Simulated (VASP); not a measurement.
# Ir2Rh (P6_3/mmc) in VASP: a series of runs

Runs on Ir2Rh. Level: PBE. Tasks: single point.

Everything below comes from runs of VASP 6.6.1. Logs are shortened: lines on timing, memory, paths and dates and some standing lists are left out, and cuts for length are marked.

## 1. The cell of the first run

The structure is hexagonal, space group P6_3/mmc (No. 194). Conventional cell: a = 2.740 Å, b = 2.740 Å, c = 13.288 Å, α = 90.00°, β = 90.00°, γ = 120.00°. Ir (site symmetry 3m) has 9 Ir at 2.71 to 2.74 Å and 3 Rh at 2.73 Å within 3.6 Å. Within 3.6 Å of Rh (site symmetry -6m2) lie 6 Ir at 2.73 Å and 6 Rh at 2.74 Å.

## 2. Single point, PBE

Input file INCAR:

```
PREC = Accurate
ENCUT = 520
EDIFF = 1E-6
ISMEAR = 0
SIGMA = 0.1
LREAL = False
LASPH = True
NELM = 100
ALGO = Normal
ISIF = 2
LWAVE = False
LCHARG = False
GGA = PE
NBANDS = 42
```

Input file KPOINTS:

```
regular mesh
0
Gamma
  6 6 2
```

Input file POSCAR:

```
Ir2Rh
1.0
    2.7398387000      0.0000000000      0.0000000000
   -1.3699194000      2.3727699000      0.0000000000
    0.0000000000      0.0000000000     13.2879006000
Ir Rh
4 2
Direct
    0.3333333000      0.6666667000      0.0829100000
    0.3333333000      0.6666667000      0.4170900000
    0.6666667000      0.3333333000      0.5829100000
    0.6666667000      0.3333333000      0.9170900000
    0.3333333000      0.6666667000      0.7500000000
    0.6666667000      0.3333333000      0.2500000000
```

Potentials or basis: VASP PAW PBE potentials, release 64 (Ir, Rh_pv).

Started as:

```sh
$ cat potpaw_PBE.64/Ir/POTCAR potpaw_PBE.64/Rh_pv/POTCAR > POTCAR
$ mpirun -np 1 vasp_std > vasp.out
```

OUTCAR:

```text
PREC = Accurate
   ENCUT = 520
   EDIFF = 1E-6
   ISMEAR = 0
   LREAL = False
   LASPH = True
   NELM = 100
   ISIF = 2
   GGA = PE

 ion  position               nearest neighbor table
   1  0.333  0.667  0.083-   4 2.71   4 2.71   4 2.71   6 2.73   6 2.73   6 2.73
   2  0.333  0.667  0.417-   3 2.71   3 2.71   3 2.71   6 2.73   6 2.73   6 2.73
   3  0.667  0.333  0.583-   2 2.71   2 2.71   2 2.71   5 2.73   5 2.73   5 2.73
   4  0.667  0.333  0.917-   1 2.71   1 2.71   1 2.71   5 2.73   5 2.73   5 2.73
   5  0.333  0.667  0.750-   3 2.73   4 2.73   3 2.73   4 2.73   3 2.73   4 2.73
   6  0.667  0.333  0.250-   1 2.73   2 2.73   1 2.73   2 2.73   1 2.73   2 2.73

  LATTYP: Found a hexagonal cell.
 ALAT       =     2.7398387000
 C/A-ratio  =     4.8498842651

  Lattice vectors:

 A1 = (   2.7398387000,   0.0000000000,   0.0000000000)
 A2 = (  -1.3699194000,   2.3727699000,   0.0000000000)
 A3 = (   0.0000000000,   0.0000000000,  13.2879006000)

Analysis of symmetry for initial positions (statically):
=====================================================================
 Subroutine PRICEL returns:
 Original cell was already a primitive cell.

 Routine SETGRP: Setting up the symmetry group for a
 hexagonal supercell.

 Subroutine GETGRP returns: Found 24 space group operations
 (whereof 12 operations were pure point group operations)
 out of a pool of 24 trial point group operations.

The static configuration has the point symmetry D_3d.
 The point group associated with its full space group is D_6h.

Analysis of symmetry for dynamics (positions and initial velocities):
=====================================================================
 Subroutine PRICEL returns:
 Original cell was already a primitive cell.

 Routine SETGRP: Setting up the symmetry group for a
 hexagonal supercell.

 Subroutine GETGRP returns: Found 24 space group operations
 (whereof 12 operations were pure point group operations)
 out of a pool of 24 trial point group operations.

The dynamic configuration has the point symmetry D_3d.
 The point group associated with its full space group is D_6h.

 Subroutine INISYM returns: Found 24 space group operations
 (whereof 12 operations are pure point group operations),
 and found     1 'primitive' translations

----------------------------------------------------------------------------------------
[... 90 lines left out ...]
   EDIFF  = 0.1E-05   stopping-criterion for ELM
   LREAL  =      F    real-space projection
   EDIFFG = 0.1E-04   stopping-criterion for IOM
   NSW    =      0    number of steps for IOM
   IBRION =     -1    ionic relax: 0-MD 1-quasi-New 2-CG
   NFREE  =      0    steps in history (QN), initial steepest desc. (CG)
   ISIF   =      2    stress and relaxation
   ISYM   =      2    0-nonsym 1-usesym 2-fastsym
   POTIM  = 0.5000    time-step for ionic-motion
   TEBEG  =    0.0;   TEEND  =   0.0 temperature during run
   PSTRESS=    0.0 pullay stress
   NELECT =      66.0000    total number of electrons
   NUPDOWN=      -1.0000    fix difference up-down
   EMIN   =  10.00;   EMAX   =-10.00  energy-range for DOS
   EFERMI =   0.00;   METHOD = LEGACY
   ISMEAR =     0;   SIGMA  =   0.10  broadening in eV -4-tet -1-fermi 0-gaus
   EFERMI_NEDOS =   21; number of points for ismear=-14 and -15
   IALGO  =     38    algorithm
   IMIX   =      4    mixing-type and parameters
     AMIX     =   0.40;   BMIX     =  1.00
     AMIX_MAG =   1.60;   BMIX_MAG =  1.00
  volume/ion in A,a.u.               =      14.40        97.16
  Fermi-wavevector in a.u.,A,eV,Ry     =   1.496616  2.828195 30.475151  2.239860
  Thomas-Fermi vector in A             =   2.608610
   LORBIT       =      0    0 simple, 1 ext, 2 COOP (PROOUT), +10 PAW based schemes
   GGA     = PE    functional components
   LHFCALC =     F    Hartree Fock is set to
   AEXX    =    0.0000 exact exchange contribution
   IVDW    =     0    specifies the selected vdW correction
   LEPSILON=     F    determine dielectric tensor
   LRPA    =     F    only Hartree local field effects (RPA)
 non-spin polarized calculation
 Gauss-broadening in eV      SIGMA  =   0.10
  energy-cutoff  :      520.00
  volume of cell :       86.38
 maximum number of plane-waves:      2340
   NGX = 11   NGY = 11   NGZ = 49

 number of electron      65.9999998 magnetization

 Free energy of the ion-electron system (eV)
  ---------------------------------------------------
  ext. energy  EPLUGINS =         0.00000000
  ---------------------------------------------------
  free energy    TOTEN  =       -49.57371551 eV

  energy without entropy =      -49.52528466  energy(sigma->0) =      -49.54950008

 E-fermi :  10.4255     XC(G=0): -13.8378

 val. band max:       10.4045467219   @ k =   0.3333   0.3333   0.0000
 cond. band min:      10.4376467306   @ k =   0.3333   0.3333   0.5000
 fundamental gap:      0.0331000087
 Fermi energy:        10.4254786457

 k-point     1 :       0.0000    0.0000    0.0000
  band No.  band energies     occupation
      1     -36.3827      2.00000
      2     -36.3825      2.00000
      3     -36.0162      2.00000
      4     -36.0162      2.00000
      5     -36.0162      2.00000
      6     -36.0162      2.00000
[... 619 lines left out ...]
     41      17.1969      0.00000
     42      17.1969      0.00000

------------------------ aborting loop because EDIFF is reached ----------------------------------------

  FORCE on cell =-STRESS in cart. coord.  units (eV):
  Direction    XX          YY          ZZ          XY          YZ          ZX
  --------------------------------------------------------------------------------------
  -------------------------------------------------------------------------------------
  Total        1.6722089      1.6722089     -2.0729208     -0.0000000      0.0000000     -0.0000000
  in kB       31.0144530     31.0144526    -38.4464558     -0.0000007      0.0000000     -0.0000000
  external PRESSURE =       7.8608166 kB  Pullay stress =       0.0000000 kB

 VOLUME and BASIS-vectors are now :
 -----------------------------------------------------------------------------
  energy-cutoff  :      520.00
  volume of cell :       86.38
      direct lattice vectors                 reciprocal lattice vectors
     2.739838700  0.000000000  0.000000000     0.364984990  0.210724191  0.000000000
    -1.369919400  2.372769900  0.000000000     0.000000000  0.421448367  0.000000000
     0.000000000  0.000000000 13.287900600     0.000000000  0.000000000  0.075256433

 POSITION                                       TOTAL-FORCE (eV/Angst)
 -----------------------------------------------------------------------------------
     -0.00000      1.58185      1.10170         0.000000     -0.000000     -0.119101
     -0.00000      1.58185      5.54225         0.000000     -0.000000      0.119101
      1.36992      0.79092      7.74565         0.000000     -0.000000     -0.119101
      1.36992      0.79092     12.18620        -0.000000     -0.000000      0.119101
     -0.00000      1.58185      9.96593        -0.000000     -0.000000      0.000000
      1.36992      0.79092      3.32198         0.000000      0.000000      0.000000
 -----------------------------------------------------------------------------------
    total drift:                               -0.000140      0.000081     -0.000043

  FREE ENERGIE OF THE ION-ELECTRON SYSTEM (eV)
  ---------------------------------------------------
  free  energy   TOTEN  =       -49.5737155071 eV

  energy  without entropy=      -49.5252846605  energy(sigma->0) =      -49.54950008
```

OSZICAR:

```text
N       E                     dE             d eps       ncg     rms          rms(c)
DAV:   1     0.809654608444E+03    0.80965E+03   -0.34486E+04  1240   0.167E+03
DAV:   2    -0.778313842876E+01   -0.81744E+03   -0.78643E+03  1186   0.533E+02
DAV:   3    -0.516436624098E+02   -0.43861E+02   -0.39896E+02  1324   0.129E+02
[... 11 lines left out ...]
DAV:  15    -0.495737508075E+02    0.16237E-03   -0.24957E-04  1504   0.140E-01    0.837E-02
DAV:  16    -0.495737183654E+02    0.32442E-04   -0.17419E-04  1212   0.753E-02    0.229E-02
DAV:  17    -0.495737170074E+02    0.13579E-05   -0.12006E-05  1232   0.213E-02    0.150E-02
DAV:  18    -0.495737156462E+02    0.13612E-05   -0.57472E-06  1186   0.142E-02    0.503E-03
DAV:  19    -0.495737155071E+02    0.13907E-06   -0.54668E-07   614   0.397E-03
   1 F= -.49573716E+02 E0= -.49549500E+02  d E =-.484308E-01
```

stdout:

```text
POSCAR found type information on POSCAR IrRh
 POSCAR found :  2 types and       6 ions
 scaLAPACK will be used
 LDA part: xc-table for (Slater+PW92), standard interpolation
 POSCAR, INCAR and KPOINTS ok, starting setup
 FFT: planning ... GRIDC
 FFT: planning ... GRID_SOFT
 FFT: planning ... GRID
 WAVECAR not read
 entering main loop
```

It took 41 s on 1 thread of Intel Xeon 6975P-C (Granite Rapids), shared host; peak memory 0.21 GiB.

What came out:

| Quantity | Value |
| --- | --- |
| Free energy | -49.5737 eV |
| Pressure | 0.8 GPa |
| Largest force | 0.119 eV/Å |
| Band gap on the k mesh | zero (bands 33 and 34 overlap by 2.73 eV) |

Forces on the atoms (eV/Å):
```
Ir   0.000  0.000 -0.119
Ir   0.000  0.000  0.119
Ir   0.000  0.000 -0.119
Ir   0.000  0.000  0.119
Rh   0.000  0.000  0.000
Rh   0.000  0.000  0.000
```

Caveat: the k points lie up to 0.44 Å⁻¹ apart, too coarse for converged energies and pressures of a metal; spin-orbit coupling is left out, which moves the levels of the heavy elements.

## 3. Single point, PBE, collinear spin, ferromagnetic start

Input file INCAR:

```
SYSTEM = Ir2Rh
ALGO = Fast
EDIFF = 1E-6
ENCUT = 520
GGA = PE
ISIF = 2
ISMEAR = 0
ISPIN = 2
LASPH = .True.
LCHARG = .False.
LMAXMIX = 4
LORBIT = 11
LREAL = .False.
LWAVE = .False.
MAGMOM = 1 1 1 1 1 1
NBANDS = 46
NELM = 150
PREC = Accurate
SIGMA = 0.1
```

Input file KPOINTS:

```
k-points
0
Gamma
  6 6 2
  0 0 0
```

POSCAR is that of step 2.

Potentials or basis: VASP PAW PBE potentials, release 64 (Ir, Rh_pv).

Started as:

```sh
$ cat potpaw_PBE.64/Ir/POTCAR potpaw_PBE.64/Rh_pv/POTCAR > POTCAR
$ mpirun -np 1 vasp_std > vasp.out
```

It took 78 s on 1 thread of Intel Xeon 6975P-C (Granite Rapids), shared host; peak memory 0.27 GiB.

The run converged. Its results:

* Free energy: -49.5737 eV
* Pressure: 0.7 GPa
* Largest force: 0.118 eV/Å
* Band gap on the k mesh: zero (filled and empty bands overlap)
* Net moment: 0.00 μB per cell
* Valence electrons inside the program's atomic spheres: Ir 8.29; Rh 13.76

Forces on the atoms (eV/Å):
```
Ir   0.000  0.000 -0.118
Ir   0.000  0.000  0.118
Ir   0.000  0.000 -0.118
Ir   0.000  0.000  0.118
Rh   0.000  0.000  0.000
Rh   0.000  0.000  0.000
```

Stress tensor (GPa, compression positive):
```
 3.05  0.00  0.00
 0.00  3.05  0.00
 0.00  0.00 -3.89
```

Levels at points of the mesh, in eV from the Fermi level:
Spin up:
```tsv
k point	band 32	band 33	band 34	band 35	band 36	band 37
(0.00, 0.00, 0.00)	-1.07	-1.07	-1.03	-1.03	-0.15	-0.03
(0.50, 0.00, 0.00)	0.89	1.03	1.04	1.06	1.23	1.23
(0.00, 0.00, 0.50)	-1.73	-1.16	-1.16	-0.38	-0.38	-0.38
(0.50, 0.00, 0.50)	0.57	1.04	1.04	1.23	1.23	2.09
```
Spin down:
```csv
k point,band 30,band 31,band 32,band 33,band 34,band 35,band 36,band 37,band 38,band 39
"(0.00, 0.00, 0.00)",-2.06,-2.06,-1.07,-1.07,-1.03,-1.03,-0.15,-0.03,-0.03,0.25
"(0.50, 0.00, 0.00)",0.52,0.69,0.89,1.03,1.04,1.06,1.23,1.23,1.24,2.77
"(0.00, 0.00, 0.50)",-1.73,-1.73,-1.73,-1.16,-1.16,-0.38,-0.38,-0.38,-0.38,0.31
"(0.50, 0.00, 0.50)",0.32,0.57,0.57,1.04,1.04,1.23,1.23,2.09,2.09,2.56
```

Caveat: the k points lie up to 0.44 Å⁻¹ apart, too coarse for converged energies and pressures of a metal; spin-orbit coupling is left out, which moves the levels of the heavy elements.

## 4. Single point, PBE

Input file INCAR:

```
  PREC = Accurate
  ENCUT = 520
  EDIFF = 1E-6
  ISMEAR = 0
  SIGMA = 0.1
  LREAL = F
  LASPH = T
  NELM = 100
  ALGO = Fast
  ISIF = 2
  LWAVE = F
  LCHARG = T
  GGA = PE
  LELF = T
  LVHAR = T
  NBANDS = 42
```

Input file KPOINTS:

```
Automatic mesh
0
Gamma
  18 18 4
```

Input file POSCAR:

```
Ir2Rh
1.0
    2.7398386905      0.0000000289      0.0000000000
   -1.3699193702      2.3727698938      0.0000000000
    0.0000000000      0.0000000000     13.2879006000
Ir Rh
4 2
Direct
    0.3333333333      0.6666666667      0.0829100000
    0.3333333333      0.6666666667      0.4170900000
    0.6666666667      0.3333333333      0.5829100000
    0.6666666667      0.3333333333      0.9170900000
    0.3333333333      0.6666666667      0.7500000000
    0.6666666667      0.3333333333      0.2500000000
```

Started as:

```sh
$ cat potpaw_PBE.64/Ir/POTCAR potpaw_PBE.64/Rh_pv/POTCAR > POTCAR
$ mpirun -np 1 vasp_std > vasp.out
```

Wall time 3.8 min (1 thread of Intel Xeon 6975P-C (Granite Rapids), shared host); peak memory 0.43 GiB.

The run converged. Its results:

* Free energy: -49.7021 eV
* Pressure: 0.3 GPa
* Largest force: 0.031 eV/Å
* Band gap on the k mesh: zero (bands 33 and 34 overlap by 2.68 eV)

Forces in eV/Å, atoms in the order of the input:
```
Ir   0.000  0.000  0.031
Ir   0.000  0.000 -0.031
Ir   0.000  0.000  0.031
Ir   0.000  0.000 -0.031
Rh   0.000  0.000  0.000
Rh   0.000  0.000  0.000
```

Levels at points of the mesh, in eV from the Fermi level:
```csv
k point,band 29,band 30,band 31,band 32,band 33,band 34,band 35,band 36
"(0.00, 0.00, 0.00)",-2.73,-2.13,-2.13,-1.14,-1.14,-1.11,-1.11,-0.21
"(0.50, 0.00, 0.00)",0.37,0.43,0.62,0.83,0.91,0.91,0.98,1.10
"(0.00, 0.00, 0.50)",-1.80,-1.80,-1.80,-1.80,-1.22,-1.22,-0.45,-0.45
"(0.50, 0.00, 0.50)",0.24,0.24,0.49,0.49,0.92,0.92,1.11,1.11
```

Caveat: spin-orbit coupling is left out, which moves the levels of the heavy elements.

## 5. Summary

| spin | k mesh | gap on the mesh (eV) | pressure (GPa) | largest force (eV/Å) |
| --- | --- | --- | --- | --- |
| off | 6 × 6 × 2 | none | 0.8 | 0.12 |
| collinear, ferromagnetic start | 6 × 6 × 2 | none | 0.7 | 0.12 |
| off | 18 × 18 × 4 | none | 0.3 | 0.03 |

Alike in all rows: task single point; level PBE; potentials or basis VASP PAW PBE potentials, release 64 (Ir, Rh_pv); cell as given; cutoff (eV) 520; smearing gaussian 0.1 eV.

Caveats: some runs use coarse meshes; spin-orbit coupling is left out, which moves the levels of the heavy elements.

Total energies depend on the potentials used, so only differences within one code and one set of settings carry meaning.
